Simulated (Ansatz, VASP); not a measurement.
# Ir in VASP and in Ansatz

```
Ir
1.0
     0.00000    1.92696    1.92696
     1.92696    0.00000    1.92696
     1.92696    1.92696    0.00000
Ir
1
Direct
  0.00000 0.00000 0.00000
```

Alike in both runs: task single point; functional PBE; k mesh 10 × 10 × 10; no spin polarisation.

```csv
,VASP,Ansatz
version,VASP 6.6.1,Ansatz 0.2.0
potentials or method,"VASP PAW PBE potentials, release 64 (Ir), cutoff 500 eV","scalar-relativistic, plane waves, PAW"
occupations,tetrahedron,tetrahedron-uncorrected
valence electrons in the cell,9,17
```

Ansatz gave:

- gap on the k mesh at the Fermi level (eV): none
- pressure (GPa): 6.6

Question: Estimate VASP's values.

Answer: gap on the k mesh at the Fermi level (eV): none; pressure (GPa): 7.1.

A gap of «none» marks a metal or a gap that the smearing closes. VASP's potentials hold 9 valence electrons a cell and Ansatz's 17, so a difference there can come from the potentials and not from the codes. Ansatz's warnings: band table not solved further.

Neither program's run includes spin-orbit coupling.
